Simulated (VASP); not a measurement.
# C (R-3m) in VASP: further runs

Runs on C. Level: PBEsol. Tasks: single point.

Everything below comes from runs of VASP 6.6.1. Logs are shortened: lines on timing, memory, paths and dates and some standing lists are left out, and cuts for length are marked.

**1. The cell of the first run**

It takes space group R-3m (No. 166, trigonal). The conventional cell has a = 2.363 Å, b = 2.363 Å, c = 23.811 Å, α = 90.00°, β = 90.00°, γ = 120.00°. Within 1.8 Å of C (site symmetry 3m) lie 3 C at 1.36 Å. C (site symmetry 3m) has 3 C at 1.36 Å within 1.8 Å.

**2. Single point, PBEsol**

Input file INCAR:

```
ALGO = Normal
EDIFF = 1E-6
ENCUT = 520
GGA = PS
ISIF = 2
ISMEAR = -1
LASPH = T
LCHARG = F
LREAL = F
LWAVE = F
NBANDS = 16
NELM = 80
PREC = Accurate
SIGMA = 0.1
```

Input file KPOINTS:

```
k-points
0
Gamma
  11 11 11
```

Input file POSCAR:

```
C
1.0
    1.1817442941      0.6822799803      7.9370971959
   -1.1817442941      0.6822799803      7.9370971959
    0.0000000000     -1.3645609188      7.9370971959
C
4
Direct
    0.9128270000      0.9128270000      0.9128270000
    0.2461500000      0.2461500000      0.2461500000
    0.7538500000      0.7538500000      0.7538500000
    0.0871730000      0.0871730000      0.0871730000
```

Potentials or basis: VASP PAW PBE potentials, release 64 (C).

On the command line:

```sh
> cat potpaw_PBE.64/C/POTCAR > POTCAR
> mpirun -np 1 vasp_std > vasp.out
```

OUTCAR:

```text
EDIFF = 1E-6
   ENCUT = 520
   GGA = PS
   ISIF = 2
   ISMEAR = -1
   LASPH = T
   LREAL = F
   NELM = 80
   PREC = Accurate

 ion  position               nearest neighbor table
   1  0.913  0.913  0.913-   2 1.36   2 1.36   2 1.36
   2  0.246  0.246  0.246-   1 1.36   1 1.36   1 1.36
   3  0.754  0.754  0.754-   4 1.36   4 1.36   4 1.36
   4  0.087  0.087  0.087-   3 1.36   3 1.36   3 1.36

  LATTYP: Found a trigonal (rhomboedric) cell.
 ALAT       =     8.0535419193
 COS(alpha) =     0.9569371096

  Lattice vectors:

 A1 = (   1.1817442941,   0.6822799803,   7.9370971959)
 A2 = (  -1.1817442941,   0.6822799803,   7.9370971959)
 A3 = (   0.0000000000,  -1.3645609188,   7.9370971959)

Analysis of symmetry for initial positions (statically):
=====================================================================
 Subroutine PRICEL returns:
 Original cell was already a primitive cell.

 Routine SETGRP: Setting up the symmetry group for a
 trigonal (rhombohedral) supercell.

 Subroutine GETGRP returns: Found 12 space group operations
 (whereof 12 operations were pure point group operations)
 out of a pool of 12 trial point group operations.

The static configuration has the point symmetry D_3d.

Analysis of symmetry for dynamics (positions and initial velocities):
=====================================================================
 Subroutine PRICEL returns:
 Original cell was already a primitive cell.

 Routine SETGRP: Setting up the symmetry group for a
 trigonal (rhombohedral) supercell.

 Subroutine GETGRP returns: Found 12 space group operations
 (whereof 12 operations were pure point group operations)
 out of a pool of 12 trial point group operations.

The dynamic configuration has the point symmetry D_3d.

 Subroutine INISYM returns: Found 12 space group operations
 (whereof 12 operations are pure point group operations),
 and found     1 'primitive' translations

----------------------------------------------------------------------------------------

                                     Primitive cell

  volume of cell :      38.3972

  direct lattice vectors                    reciprocal lattice vectors
     1.181744294  0.682279980  7.937097196     0.423103376  0.244278879  0.041996892
    -1.181744294  0.682279980  7.937097196    -0.423103376  0.244278879  0.041996892
     0.000000000 -1.364560919  7.937097196     0.000000000 -0.488557758  0.041996862

  length of vectors
     8.053541919  8.053541919  8.053541978     0.490359436  0.490359436  0.490359479

  position of ions in fractional coordinates (direct lattice)
     0.912827000  0.912827000  0.912827000
     0.246150000  0.246150000  0.246150000
     0.753850000  0.753850000  0.753850000
     0.087173000  0.087173000  0.087173000

  ion indices of the primitive-cell ions
   primitive index   ion index
                 1           1
                 2           2
                 3           3
                 4           4

----------------------------------------------------------------------------------------

 KPOINTS: k-points

Automatic generation of k-mesh.
 Grid dimensions read from file:
 generate k-points for:   11   11   11

 Generating k-lattice:

  Cartesian coordinates                     Fractional coordinates (reciprocal lattice)
     0.038463943  0.022207171  0.003817899     0.090909091  0.000000000 -0.000000000
    -0.038463943  0.022207171  0.003817899     0.000000000  0.090909091 -0.000000000
     0.000000000 -0.044414342  0.003817897    -0.000000000 -0.000000000  0.090909091

  Length of vectors
     0.044578131  0.044578131  0.044578134

  Shift w.r.t. Gamma in fractional coordinates (k-lattice)
     0.000000000  0.000000000  0.000000000

 Subroutine IBZKPT returns following result:
 ===========================================

 Found    146 irreducible k-points:

 Following reciprocal coordinates:
            Coordinates               Weight
  0.000000  0.000000  0.000000      1.000000
  0.090909  0.000000 -0.000000      6.000000
  0.181818 -0.000000 -0.000000      6.000000
  0.272727 -0.000000  0.000000      6.000000
  0.363636 -0.000000 -0.000000      6.000000
  0.454545 -0.000000 -0.000000      6.000000
[... 16 lines left out ...]
 -0.272727  0.181818 -0.000000     12.000000
 -0.181818  0.181818  0.000000      6.000000
 [... further k-points ...]
   k-points           NKPTS =    146   k-points in BZ     NKDIM =    146   number of bands    NBANDS=     16
   number of dos      NEDOS =    301   number of ions     NIONS =      4
   total plane-waves  NPLWV = 216000
   dimension x,y,z NGX =    60 NGY =   60 NGZ =   60
   dimension x,y,z NGXF=   120 NGYF=  120 NGZF=  120
   ions per type =               4
   NGX,Y,Z   is equivalent  to a cutoff of  12.39, 12.39, 12.39 a.u.
   NGXF,Y,Z  is equivalent  to a cutoff of  24.77, 24.77, 24.77 a.u.
 SYSTEM =  unknown system
   PREC   = accura    normal or accurate (medium, high low for compatibility)
   ISTART =      0    job   : 0-new  1-cont  2-samecut
   ICHARG =      2    charge: 1-file 2-atom 10-const
   ISPIN  =      1    spin polarized calculation?
   LNONCOLLINEAR =      F non collinear calculations
   LSORBIT =      F    spin-orbit coupling
   LASPH  =      T    aspherical Exc in radial PAW
   ENCUT  =  520.0 eV  38.22 Ry    6.18 a.u.  14.97 14.97 14.97*2*pi/ulx,y,z
   NELM   =     80;   NELMIN=  2; NELMDL= -5     # of ELM steps
   EDIFF  = 0.1E-05   stopping-criterion for ELM
   LREAL  =      F    real-space projection
   EDIFFG = 0.1E-04   stopping-criterion for IOM
   NSW    =      0    number of steps for IOM
   IBRION =     -1    ionic relax: 0-MD 1-quasi-New 2-CG
   NFREE  =      0    steps in history (QN), initial steepest desc. (CG)
   ISIF   =      2    stress and relaxation
   ISYM   =      2    0-nonsym 1-usesym 2-fastsym
   POTIM  = 0.5000    time-step for ionic-motion
   TEBEG  =    0.0;   TEEND  =   0.0 temperature during run
   PSTRESS=    0.0 pullay stress
   NELECT =      16.0000    total number of electrons
   NUPDOWN=      -1.0000    fix difference up-down
   EMIN   =  10.00;   EMAX   =-10.00  energy-range for DOS
   EFERMI =   0.00;   METHOD = LEGACY
   ISMEAR =    -1;   SIGMA  =   0.10  broadening in eV -4-tet -1-fermi 0-gaus
   EFERMI_NEDOS =   21; number of points for ismear=-14 and -15
   IALGO  =     38    algorithm
   IMIX   =      4    mixing-type and parameters
     AMIX     =   0.40;   BMIX     =  1.00
     AMIX_MAG =   1.60;   BMIX_MAG =  1.00
  volume/ion in A,a.u.               =       9.60        64.78
  Fermi-wavevector in a.u.,A,eV,Ry     =   1.222780  2.310720 20.343314  1.495191
  Thomas-Fermi vector in A             =   2.357915
   LORBIT       =      0    0 simple, 1 ext, 2 COOP (PROOUT), +10 PAW based schemes
   GGA     = PS    functional components
   LHFCALC =     F    Hartree Fock is set to
   AEXX    =    0.0000 exact exchange contribution
   IVDW    =     0    specifies the selected vdW correction
   LEPSILON=     F    determine dielectric tensor
   LRPA    =     F    only Hartree local field effects (RPA)
 non-spin polarized calculation
  energy-cutoff  :      520.00
  volume of cell :       38.40
 maximum number of plane-waves:      1073
   NGX = 29   NGY = 29   NGZ = 29

 number of electron      16.0000000 magnetization

 Free energy of the ion-electron system (eV)
  ---------------------------------------------------
  ext. energy  EPLUGINS =         0.00000000
  ---------------------------------------------------
  free energy    TOTEN  =       -38.09210377 eV

  energy without entropy =      -38.09191632  energy(sigma->0) =      -38.09201005

 E-fermi :   3.9461     XC(G=0):  -9.5532

 val. band max:        3.3013796804   @ k =  -0.1818   0.4545   0.0909
 cond. band min:       4.6163381045   @ k =  -0.3636   0.3636   0.0000
 fundamental gap:      1.3149584241
 Fermi energy:         3.9460819466

 k-point     1 :       0.0000    0.0000    0.0000
  band No.  band energies     occupation
      1     -16.5868      2.00000
      2     -16.5123      2.00000
      3      -4.9433      2.00000
      4      -4.1886      2.00000
      5       1.0440      2.00000
      6       1.0441      2.00000
[... 8 lines left out ...]
     15      15.4013      0.00000
     16      17.0205      0.00000

 k-point     2 :       0.0909    0.0000   -0.0000
  band No.  band energies     occupation
      1     -16.3759      2.00000
      2     -16.3029      2.00000
      3      -4.6801      2.00000
      4      -3.9350      2.00000
      5       0.2332      2.00000
      6       0.2383      2.00000
[... 8 lines left out ...]
     15      15.7249      0.00000
     16      16.2137      0.00000

 k-point     3 :       0.1818   -0.0000   -0.0000
  band No.  band energies     occupation
      1     -15.7461      2.00000
      2     -15.6772      2.00000
      3      -3.8979      2.00000
      4      -3.1821      2.00000
      5      -1.7705      2.00000
      6      -1.7604      2.00000
[... 8 lines left out ...]
     15      16.4841      0.00000
     16      16.4953      0.00000

 k-point     4 :       0.2727   -0.0000    0.0000
  band No.  band energies     occupation
      1     -14.7052      2.00000
      2     -14.6428      2.00000
      3      -4.2784      2.00000
      4      -4.2613      2.00000
      5      -2.6242      2.00000
      6      -1.9599      2.00000
[... 8 lines left out ...]
     15      17.8155      0.00000
     16      19.7595      0.00000
[... 324 lines left out ...]
 k-point    22 :      -0.3636    0.1818    0.0000
  band No.  band energies     occupation
      1     -10.9148      2.00000
      2     -10.8686      2.00000
      3      -8.7384      2.00000
      4      -8.7117      2.00000
      5      -4.9703      2.00000
      6      -4.9596      2.00000
[... 8 lines left out ...]
     15      16.8010      0.00000
     16      17.9162      0.00000

 k-point    23 :      -0.2727    0.1818   -0.0000
  band No.  band energies     occupation
      1     -12.6708      2.00000
      2     -12.6163      2.00000
      3      -6.5079      2.00000
      4      -6.4889      2.00000
      5      -4.4853      2.00000
      6      -4.4743      2.00000
[... 8 lines left out ...]
     15      18.2086      0.00000
     16      18.7138      0.00000

 k-point    24 :      -0.1818    0.1818    0.0000
  band No.  band energies     occupation
      1     -14.0896      2.00000
      2     -14.0281      2.00000
      3      -4.4788      2.00000
      4      -4.4662      2.00000
      5      -3.3323      2.00000
      6      -3.3224      2.00000
[... 8 lines left out ...]
     15      17.6268      0.00000
     16      17.7173      0.00000

 [... further k-points ...]

------------------------ aborting loop because EDIFF is reached ----------------------------------------

  FORCE on cell =-STRESS in cart. coord.  units (eV):
  Direction    XX          YY          ZZ          XY          YZ          ZX
  --------------------------------------------------------------------------------------
  -------------------------------------------------------------------------------------
  Total       12.2074183     12.2074152     -0.0005410      0.0000000      0.0000000      0.0000000
  in kB      509.3720529    509.3719236     -0.0225746      0.0000000      0.0000000      0.0000000
  external PRESSURE =     339.5738007 kB  Pullay stress =       0.0000000 kB

 VOLUME and BASIS-vectors are now :
 -----------------------------------------------------------------------------
  energy-cutoff  :      520.00
  volume of cell :       38.40
      direct lattice vectors                 reciprocal lattice vectors
     1.181744294  0.682279980  7.937097196     0.423103376  0.244278879  0.041996892
    -1.181744294  0.682279980  7.937097196    -0.423103376  0.244278879  0.041996892
     0.000000000 -1.364560919  7.937097196     0.000000000 -0.488557758  0.041996862

 POSITION                                       TOTAL-FORCE (eV/Angst)
 -----------------------------------------------------------------------------------
      0.00000     -0.00000     21.73559         0.000000     -0.000000      0.006042
      0.00000     -0.00000      5.86115         0.000000     -0.000000      0.013585
      0.00000     -0.00000     17.95014         0.000000      0.000000     -0.013585
      0.00000     -0.00000      2.07570         0.000000      0.000000     -0.006042
 -----------------------------------------------------------------------------------
    total drift:                               -0.000000     -0.000000      0.000000

  FREE ENERGIE OF THE ION-ELECTRON SYSTEM (eV)
  ---------------------------------------------------
  free  energy   TOTEN  =       -38.0921037718 eV

  energy  without entropy=      -38.0919163248  energy(sigma->0) =      -38.09201005
```

Wall time 4.5 min (1 thread of Intel Xeon 6975P-C (Granite Rapids), shared host); peak memory 0.47 GiB.

Results:

```
Free energy            : -38.0921 eV
Pressure               : 34.0 GPa
Largest force          : 0.014 eV/Å
Band gap on the k mesh : 1.31 eV, indirect (least direct gap 1.33 eV)
```

Forces in eV/Å, atoms in the order of the input:
```
C    0.000  0.000  0.006
C    0.000  0.000  0.014
C    0.000  0.000 -0.014
C    0.000  0.000 -0.006
```

Caveat: the PAW data sets were made with another functional, which shifts forces and pressure a little. A k mesh can miss the band edges.

(Part 1 of 2 ends here.)
